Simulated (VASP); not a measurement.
Runs of VASP 6.6.1 on MgO (Periclase). The structure is that of space group Fm-3m (No. 225), or close to it. The cells are those of the table. 

```tsv
level	cell	k mesh	smearing	grid for exact exchange (PRECFOCK)	screening parameter	gap on the mesh (eV)	pressure (GPa)
PBE	a = 3.112 Å, angles 60.0°, 2 atoms	6 × 6 × 6	gaussian 0.01 eV	-	-	3.54	-13.1
r2SCAN	a = 2.973, b = 2.973, c = 2.997 Å, angles 59.7, 59.7, 59.5°, 2 atoms	10 × 10 × 10	gaussian 0.01 eV	-	-	5.59	-1.1
PBE	a = 2.973 Å, angles 60.0°, 2 atoms	10 × 10 × 10	fermi-dirac 0.02 eV	-	-	4.78	4.9
PBE	a = 2.973, b = 2.973, c = 2.997 Å, angles 59.7, 59.7, 59.5°, 2 atoms	10 × 10 × 10	fermi-dirac 0.02 eV	-	-	(b)	4.9
PBE	a = 2.973 Å, angles 60.0°, 2 atoms	6 × 6 × 6	gaussian 0.01 eV	-	-	4.78	4.9
HSE06	a = 2.973 Å, angles 60.0°, 2 atoms	8 × 8 × 8	gaussian 0.01 eV	Normal	0.2079 1/Å	(a)	-0.6
PBE	a = 2.995, b = 2.973 Å, angles 60.2, 59.5, 60.2°, 2 atoms	6 × 6 × 6	gaussian 0.01 eV	-	-	4.61	2.5
r2SCAN	a = 2.995, b = 2.973 Å, angles 60.2, 59.5, 60.2°, 2 atoms	10 × 10 × 10	gaussian 0.01 eV	-	-	5.49	-3.4
```

Alike in all rows: task single point; potentials or basis VASP PAW PBE potentials, release 64 (Mg, O); no spin polarisation; cutoff (eV) 520.

Fill in the values left out.

(a) 6.50; (b) 4.72.

Caveats: some runs use coarse meshes; the PAW data sets were made with another functional, which shifts forces and pressure a little (some runs).

